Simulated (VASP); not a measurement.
Input of a VASP 6.6.1 run:

Contents of POSCAR:

```
Si3N4
1.0
    0.0000000000      3.8382500000      3.8382500000
    3.8382500000      0.0000000000      3.8382500000
    3.8382500000      3.8382500000      0.0000000000
Si N
6 8
Direct
    0.1250000000      0.1250000000      0.1250000000
    0.6250000000      0.1250000000      0.1250000000
    0.1250000000      0.1250000000      0.6250000000
    0.1250000000      0.6250000000      0.1250000000
    0.5000000000      0.5000000000      0.5000000000
    0.7500000000      0.7500000000      0.7500000000
    0.8822201176      0.8822201176      0.8822201176
    0.8966603528      0.3677798824      0.3677798824
    0.8822201176      0.8822201176      0.3533396472
    0.3677798824      0.8966603528      0.3677798824
    0.3533396472      0.8822201176      0.8822201176
    0.3677798824      0.3677798824      0.3677798824
    0.8822201176      0.3533396472      0.8822201176
    0.3677798824      0.3677798824      0.8966603528
```

Contents of INCAR.step1:

```
SYSTEM = Si3N4
PREC = Accurate
ENCUT = 520
ISMEAR = -1
SIGMA = 0.02
LREAL = .False.
LASPH = .True.
NELM = 80
NBANDS = 45
GGA = PE
ALGO = Normal
EDIFF = 1E-4
LWAVE = .True.
LCHARG = .False.
```

File INCAR.step2:

```
SYSTEM = Si3N4
PREC = Accurate
ENCUT = 520
EDIFF = 1E-8
ISMEAR = -1
SIGMA = 0.02
LREAL = .False.
LASPH = .True.
NELM = 80
ALGO = Normal
ISIF = 2
LWAVE = .False.
LCHARG = .False.
METAGGA = R2SCAN
LMIXTAU = .True.
LEFG = .True.
NBANDS = 45
ISTART = 1
```

KPOINTS

```
Automatic mesh
0
Gamma
  6 6 6
  0 0 0
```

Potentials or basis: VASP PAW PBE potentials, release 64 (Si, N).

Run with:

```console
$ cat potpaw_PBE.64/Si/POTCAR potpaw_PBE.64/N/POTCAR > POTCAR
$ cp INCAR.step1 INCAR
$ mpirun -np 1 vasp_std > vasp.out
$ cp INCAR.step2 INCAR
$ mpirun -np 1 vasp_std > vasp.out
```

Problem. Estimate the pressure.

Solution. 7.1 GPa.

Problem. Estimate the band gap on the k mesh.

Solution. 4.12 eV, indirect (least direct gap 4.14 eV).

Forces in eV/Å, atoms in the order of the input:
```
Si   0.000  0.000  0.000
Si   0.000  0.000  0.000
Si   0.000  0.000  0.000
Si   0.000  0.000  0.000
Si   0.000  0.000  0.000
Si   0.000  0.000  0.000
N    0.025  0.025  0.025
N   -0.025  0.025  0.025
N   -0.025 -0.025  0.025
N    0.025 -0.025  0.025
N    0.025 -0.025 -0.025
N   -0.025 -0.025 -0.025
N   -0.025  0.025 -0.025
N    0.025  0.025 -0.025
```

Caveat: without QUAD_EFG the Cq values of the log hold for a quadrupole moment of 1 mb, not for the nuclei; the PAW data sets were made with another functional, which shifts forces and pressure a little. A k mesh can miss the band edges.
